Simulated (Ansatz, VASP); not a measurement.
As3O2: VASP beside Ansatz

```
As O
1.0
     2.87544    1.66013    2.71640
    -2.87544    1.66013    2.71640
     0.00000   -3.32027    2.71640
As O
3 2
Direct
  0.29325 0.70675 0.00000
  0.00000 0.29325 0.70675
  0.70675 0.00000 0.29325
  0.33256 0.33256 0.33256
  0.66744 0.66744 0.66744
```

Change from the starting cell: species swapped into the Ni3Se2 type (R32, No. 155).

Alike in both runs: functional PBE; k mesh 6 × 6 × 6; occupations gaussian, width 0.1 eV; no spin polarisation.

Ansatz relaxed the structure, and its values are those at the end. VASP's run is a single point on that final structure, the one shown.

```csv
,VASP,Ansatz
version,VASP 6.6.1,Ansatz 0.2.0
potentials or method,"VASP PAW PBE potentials, release 64 (As, O), cutoff 520 eV","scalar-relativistic, plane waves, PAW"
valence electrons in the cell,27,57
```

Ansatz gave:

| Property | Result |
| --- | --- |
| gap on the k mesh at the Fermi level (eV) | none |
| pressure (GPa) | 0.1 |
| rms of the force components (eV/Å) | 0.004 |

Estimate VASP's values.

gap on the k mesh at the Fermi level (eV): none; pressure (GPa): 0.2; rms of the force components (eV/Å): 0.012.

A gap of «none» marks a metal or a gap that the smearing closes. With one functional, cell and mesh, what is left measures potentials, basis and numerics. VASP's potentials hold 27 valence electrons a cell and Ansatz's 57, so a difference there can come from the potentials and not from the codes.
